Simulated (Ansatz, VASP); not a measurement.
## BN in VASP and in Ansatz

```
B N
1.0
     2.50712    0.00000    0.00000
    -1.25356    2.17123    0.00000
     0.00000    0.00000   45.84237
B N
4 4
Direct
  0.66667 0.33333 0.39114
  0.33333 0.66667 0.46384
  0.66667 0.33333 0.53616
  0.33333 0.66667 0.60886
  0.33333 0.66667 0.39110
  0.66667 0.33333 0.46384
  0.33333 0.66667 0.53616
  0.66667 0.33333 0.60890
```

Alike in both runs: task single point; functional PBE; dispersion D3(BJ); k mesh 12 × 12 × 1; occupations gaussian, width 0.02 eV; no spin polarisation.

```csv
,VASP,Ansatz
version,VASP 6.6.1,Ansatz 0.2.0
potentials or method,"VASP PAW PBE potentials, release 64 (B, N), cutoff 520 eV","scalar-relativistic, plane waves, PAW"
valence electrons in the cell,32,32
```

```tsv
	VASP	Ansatz	Ansatz less VASP
gap on the k mesh at the Fermi level (eV)	4.32	4.33	+0.007
least direct gap on the mesh (eV)	4.67	4.67	+0.003
```
